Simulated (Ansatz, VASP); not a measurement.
## Tl: VASP beside Ansatz

File POSCAR:

```
Tl
1.0
   -1.9410000000      1.9410000000      1.9410000000
    1.9410000000     -1.9410000000      1.9410000000
    1.9410000000      1.9410000000     -1.9410000000
Tl
1
Direct
    0.0000000000      0.0000000000      0.0000000000
```

Contents of INCAR.step1:

```
SYSTEM = Tl
PREC     = Accurate       ! precision mode
ENCUT    = 600            ! plane-wave cutoff, eV
ISMEAR   = 0              ! smearing method
SIGMA    = 0.1            ! smearing width, eV
LREAL    = .False.        ! projectors in reciprocal space
LASPH    = .True.         ! aspherical terms in the spheres
NELM     = 80             ! most SCF steps
GGA      = PE             ! functional
ALGO     = Normal         ! electronic algorithm
EDIFF    = 1E-4           ! SCF threshold, eV
LWAVE    = .True.         ! write WAVECAR
LCHARG   = .False.        ! write CHGCAR
```

INCAR.step2

```
SYSTEM = Tl
PREC     = Accurate       ! precision mode
ENCUT    = 600            ! plane-wave cutoff, eV
EDIFF    = 1E-7           ! SCF threshold, eV
ISMEAR   = 0              ! smearing method
SIGMA    = 0.1            ! smearing width, eV
LREAL    = .False.        ! projectors in reciprocal space
LASPH    = .True.         ! aspherical terms in the spheres
NELM     = 80             ! most SCF steps
ALGO     = Normal         ! electronic algorithm
ISIF     = 3              ! what is computed and relaxed
LWAVE    = .False.        ! write WAVECAR
LCHARG   = .False.        ! write CHGCAR
METAGGA  = R2SCAN         ! meta-GGA
LMIXTAU  = .True.       
IBRION   = 2              ! ionic algorithm
NSW      = 100            ! ionic steps
EDIFFG   = -0.005         ! ionic threshold
ISTART   = 1
```

The input KPOINTS:

```
regular mesh
0
Gamma
  16 16 16
  0 0 0
```

Input for Ansatz:

```yaml
crystal:
  lattice:
    - [-1.941, 1.941, 1.941]
    - [1.941, -1.941, 1.941]
    - [1.941, 1.941, -1.941]
  atoms:
    - { symbol: Tl, position: [0.0, 0.0, 0.0] }
basis:
  ecutwfc: 500
kpoints:
  mp_grid: { grid: [16, 16, 16] }
hamiltonian:
  xc: r2scan
scf:
  occupations: { method: gaussian, width: 0.1 }
output:
  forces: true
  stress: true
  eigenvalues: true
relax:
  adjacent_minimum: "off"
  f_tol: 0.005
  max_steps: 80
  cell: { stress_tol: 0.05 }
```

Alike in both runs: task relaxation of cell and atoms; functional r2SCAN; k mesh 16 × 16 × 16; occupations gaussian, width 0.1 eV; no spin polarisation.

|  | VASP | Ansatz |
| --- | --- | --- |
| version | VASP 6.6.1 | Ansatz 0.2.0 |
| potentials or method | VASP PAW PBE potentials, release 64 (Tl_d), cutoff 600 eV | scalar-relativistic, plane waves, PAW |
| valence electrons in the cell | 13 | 13 |

```csv
,VASP,Ansatz,Ansatz less VASP
"gap on the k mesh at the Fermi level, each at its own relaxed structure (eV)",none,none,-
relaxed volume (Å³/atom),30.05,30.03,-0.025
relaxed cell length with the largest relative difference (Å),3.392,3.391,-0.0010
```

VASP's potentials were made for PBE, not for r2SCAN. A gap of «none» marks a metal or a gap that the smearing closes.

Neither program's run includes spin-orbit coupling.
